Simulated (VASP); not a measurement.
# AlNi (P4/mmm) in VASP: further runs, part 2 of 2

VASP 6.6.1.

**5. Single point, PBEsol (strain +0.030 along x and y, -0.015 along z)**

File INCAR:

```
SYSTEM = AlNi
PREC = Accurate ; ENCUT = 520
EDIFF = 1E-6 ; ISMEAR = 0
SIGMA = 0.15 ; LREAL = .False.
LASPH = .True. ; NELM = 60
ALGO = Fast ; ISIF = 2
LWAVE = .False. ; LCHARG = .False.
GGA = PS ; NBANDS = 14
```

File KPOINTS:

```
Automatic mesh
0
Gamma
  20 20 20
  0 0 0
```

File POSCAR:

```
AlNi
1.0
    2.0819679297     -2.0819902819      0.0000000000
    2.0819679297      2.0819902819      0.0000000000
    0.0000000000      0.0000000000      2.8263676787
Al Ni
1 1
Direct
    0.0000000000      0.0000000000      0.0000000000
    0.5000000000      0.5000000000      0.5000000000
```

Potentials or basis: VASP PAW PBE potentials, release 64 (Al, Ni).

Run with:

```
> cat potpaw_PBE.64/Al/POTCAR potpaw_PBE.64/Ni/POTCAR > POTCAR
> mpirun -np 1 vasp_std > vasp.out
```

OUTCAR:

```text
SYSTEM = AlNi
   PREC = Accurate
   ENCUT = 520
   EDIFF = 1E-6
   ISMEAR = 0
   LREAL = .False.
   LASPH = .True.
   NELM = 60
   ISIF = 2
   GGA = PS

 ion  position               nearest neighbor table
   1  0.000  0.000  0.000-   2 2.52   2 2.52   2 2.52   2 2.52   2 2.52   2 2.52   2 2.52   2 2.52

   2  0.500  0.500  0.500-   1 2.52   1 2.52   1 2.52   1 2.52   1 2.52   1 2.52   1 2.52   1 2.52

  LATTYP: Found a base centered orthorhombic cell.
 ALAT       =     4.1639358594
 B/A-ratio  =     1.0000107361
 C/A-ratio  =     0.6787731065

  Lattice vectors:

 A1 = (   2.0819679297,  -2.0819902819,   0.0000000000)
 A2 = (   2.0819679297,   2.0819902819,   0.0000000000)
 A3 = (   0.0000000000,   0.0000000000,   2.8263676787)

Analysis of symmetry for initial positions (statically):
=====================================================================
 Subroutine PRICEL returns:
 Original cell was already a primitive cell.

 Routine SETGRP: Setting up the symmetry group for a
 base centered orthorhombic supercell.

 Subroutine GETGRP returns: Found  8 space group operations
 (whereof  8 operations were pure point group operations)
 out of a pool of  8 trial point group operations.

The static configuration has the point symmetry D_2h.

Analysis of symmetry for dynamics (positions and initial velocities):
=====================================================================
 Subroutine PRICEL returns:
 Original cell was already a primitive cell.

 Routine SETGRP: Setting up the symmetry group for a
 base centered orthorhombic supercell.

 Subroutine GETGRP returns: Found  8 space group operations
 (whereof  8 operations were pure point group operations)
 out of a pool of  8 trial point group operations.

The dynamic configuration has the point symmetry D_2h.

 Subroutine INISYM returns: Found  8 space group operations
 (whereof  8 operations are pure point group operations),
 and found     1 'primitive' translations

----------------------------------------------------------------------------------------

[... 124 lines left out ...]
 RMM-DIIS sequential band-by-band and
 Gauss-broadening in eV      SIGMA  =   0.15
  energy-cutoff  :      520.00
  volume of cell :       24.50
 maximum number of plane-waves:       679
 NGX is ok and might be reduce to    24
   NGX = 11   NGY = 11   NGZ = 11

 number of electron      12.9999996 magnetization

 Free energy of the ion-electron system (eV)
  ---------------------------------------------------
  ext. energy  EPLUGINS =         0.00000000
  ---------------------------------------------------
  free energy    TOTEN  =       -11.56162564 eV

  energy without entropy =      -11.55174784  energy(sigma->0) =      -11.55668674

 E-fermi :   9.5817     XC(G=0): -12.0483

 val. band max:        9.5736898127   @ k =  -0.2500   0.1500   0.4000
 cond. band min:       9.5816853786   @ k =   0.4000   0.3000   0.2000
 fundamental gap:      0.0079955659
 Fermi energy:         9.5816723850

 k-point     1 :       0.0000    0.0000    0.0000
  band No.  band energies     occupation
      1      -1.3755      2.00000
      2       6.4442      2.00000
      3       6.4656      2.00000
      4       8.0140      2.00000
      5       8.1289      2.00000
      6       8.1289      2.00000
      7      14.5021      0.00000
      8      14.5021      0.00000
      9      15.9599      0.00000
     10      17.4783      0.00000
     11      17.7260      0.00000
     12      22.9674      0.00000
     13      29.5858      0.00000
     14      30.5362      0.00000
[... 377 lines left out ...]
      1       0.7644      2.00000
      2       5.0045      2.00000
      3       6.7955      2.00000
      4       7.4339      2.00000
      5       7.6636      2.00000
      6       8.1741      2.00000
      7       9.1964      1.99972
      8      16.2869      0.00000
      9      18.3024      0.00000
     10      18.4519      0.00000
     11      21.7614      0.00000
     12      22.4741      0.00000
     13      23.4206      0.00000
     14      26.0584      0.00000

 [... further k-points ...]

------------------------ aborting loop because EDIFF is reached ----------------------------------------

  FORCE on cell =-STRESS in cart. coord.  units (eV):
  Direction    XX          YY          ZZ          XY          YZ          ZX
  --------------------------------------------------------------------------------------
  -------------------------------------------------------------------------------------
  Total       -1.1921723     -1.1925417     -0.7032511      0.0000000      0.0000000      0.0000000
  in kB      -77.9539703    -77.9781203    -45.9843007      0.0000000      0.0000000      0.0000000
  external PRESSURE =     -67.3054637 kB  Pullay stress =       0.0000000 kB

 VOLUME and BASIS-vectors are now :
 -----------------------------------------------------------------------------
  energy-cutoff  :      520.00
  volume of cell :       24.50
      direct lattice vectors                 reciprocal lattice vectors
     2.081967930 -2.081990282  0.000000000     0.240157398 -0.240154819  0.000000000
     2.081967930  2.081990282  0.000000000     0.240157398  0.240154819  0.000000000
     0.000000000  0.000000000  2.826367679     0.000000000  0.000000000  0.353811009

 POSITION                                       TOTAL-FORCE (eV/Angst)
 -----------------------------------------------------------------------------------
      0.00000      0.00000      0.00000         0.000000      0.000000      0.000000
      2.08197      0.00000      1.41318         0.000000      0.000000      0.000000
 -----------------------------------------------------------------------------------
    total drift:                                0.000000     -0.000000     -0.000000

  FREE ENERGIE OF THE ION-ELECTRON SYSTEM (eV)
  ---------------------------------------------------
  free  energy   TOTEN  =       -11.5616256379 eV

  energy  without entropy=      -11.5517478437  energy(sigma->0) =      -11.55668674
```

stdout:

```text
POSCAR found type information on POSCAR AlNi
 POSCAR found :  2 types and       2 ions
 scaLAPACK will be used
 -----------------------------------------------------------------------------
|                                                                             |
|                                                                             |
|     You enforced a specific xc type in the INCAR file but a different       |
|     I HOPE YOU KNOW WHAT YOU ARE DOING!                                     |
|                                                                             |
 -----------------------------------------------------------------------------

 LDA part: xc-table for (Slater+PW92), standard interpolation
 POSCAR, INCAR and KPOINTS ok, starting setup
 FFT: planning ... GRIDC
 FFT: planning ... GRID_SOFT
 FFT: planning ... GRID
 WAVECAR not read
 entering main loop
WARNING in EDDRMM: call to ZHEGV failed, returncode =   6  3     14
WARNING in EDDRMM: call to ZHEGV failed, returncode =   8  4     14
```

Run time: 1.9 min. Hardware: 1 thread of Intel Xeon 6975P-C (Granite Rapids), shared host; peak memory 0.51 GiB.

What came out:

| Item | Value |
| --- | --- |
| Free energy | -11.5616 eV |
| Pressure | -6.7 GPa |

Stress tensor (GPa, compression positive):
```
-7.80  0.00  0.00
 0.00 -7.80  0.00
 0.00  0.00 -4.60
```

Caveat: the cell differs from its parent crystal (strain +0.030 along x and y, -0.015 along z); the PAW data sets were made with another functional, which shifts forces and pressure a little.

**6. Single point, PBEsol (strain +0.015 along x and y, +0.015 along z)**

File INCAR:

```
SYSTEM = AlNi
PREC = Accurate
ENCUT = 520
EDIFF = 1E-7
ISMEAR = 0
SIGMA = 0.15
LREAL = .False.
LASPH = .True.
NELM = 100
ALGO = Fast
ISIF = 2
LWAVE = .False.
LCHARG = .False.
GGA = PS
NBANDS = 14
```

KPOINTS is that of step 5.

File POSCAR:

```
AlNi
1.0
    2.0516480084     -2.0516700351      0.0000000000
    2.0516480084      2.0516700351      0.0000000000
    0.0000000000      0.0000000000      2.9124499431
Al Ni
1 1
Direct
    0.0000000000      0.0000000000      0.0000000000
    0.5000000000      0.5000000000      0.5000000000
```

Potentials or basis: VASP PAW PBE potentials, release 64 (Al, Ni).

Run with:

```
> cat potpaw_PBE.64/Al/POTCAR potpaw_PBE.64/Ni/POTCAR > POTCAR
> mpirun -np 1 vasp_std > vasp.out
```

It took 2.2 min on 1 thread of Intel Xeon 6975P-C (Granite Rapids), shared host; peak memory 0.51 GiB.

Results (log left out):

```
Free energy : -11.5673 eV
Pressure    : -7.2 GPa
```

Stress tensor (GPa, compression positive):
```
-7.07  0.00  0.00
 0.00 -7.07  0.00
 0.00  0.00 -7.33
```

Levels at points of the mesh, in eV from the Fermi level:
```tsv
k point	band 3	band 4	band 5	band 6	band 7	band 8	band 9	band 10	band 11	band 12
(0.00, 0.00, 0.00)	-3.12	-1.49	-1.49	-1.48	5.30	5.44	5.44	8.05	8.08	13.28
(0.50, 0.00, 0.00)	-2.66	-2.19	-2.16	-1.41	-0.62	8.27	9.79	9.92	10.60	10.71
(0.50, 0.50, 0.00)	-2.79	-2.79	-2.01	-2.01	-0.98	1.44	2.40	11.95	14.88	14.88
(0.00, 0.00, 0.50)	-2.67	-2.17	-2.17	-1.40	-0.65	8.27	9.90	9.90	10.67	10.67
(0.50, 0.00, 0.50)	-2.83	-2.81	-2.00	-2.00	-0.98	1.41	2.37	12.04	14.94	14.98
(0.50, 0.50, 0.50)	-3.97	-0.96	-0.95	2.00	2.00	2.01	3.51	4.35	4.35	4.39
```

Caveat: the cell differs from its parent crystal (strain +0.015 along x and y, +0.015 along z); the PAW data sets were made with another functional, which shifts forces and pressure a little.

**7. Overview**

```tsv
cell	further INCAR settings	gap on the mesh (eV)	pressure (GPa)
a = 2.944, b = 2.944, c = 2.783 Å, 2 atoms	ALGO = Fast; EDIFF = 1e-06; NBANDS = 14	none	-4.2
a = 2.859, b = 2.859, c = 2.955 Å, 2 atoms	ALGO = Fast; EDIFF = 1e-06; NBANDS = 14	none	-4.7
a = 2.901, b = 2.901, c = 2.869 Å, 2 atoms	ALGO = Fast; EDIFF = 1e-06; NBANDS = 14	none	-5.0
a = 2.944, b = 2.944, c = 2.826 Å, 2 atoms	ALGO = Fast; EDIFF = 1e-06; NBANDS = 14	none	-6.7
a = 2.901, b = 2.901, c = 2.912 Å, 2 atoms	ALGO = Fast; EDIFF = 1e-07; NBANDS = 14	none	-7.2
```

Alike in all rows: task single point; level PBEsol; potentials or basis VASP PAW PBE potentials, release 64 (Al, Ni); no spin polarisation; k mesh 20 × 20 × 20; cutoff (eV) 520; smearing gaussian 0.15 eV.

Caveats: the PAW data sets were made with another functional, which shifts forces and pressure a little.

Total energies depend on the potentials used, so only differences within one code and one set of settings carry meaning.
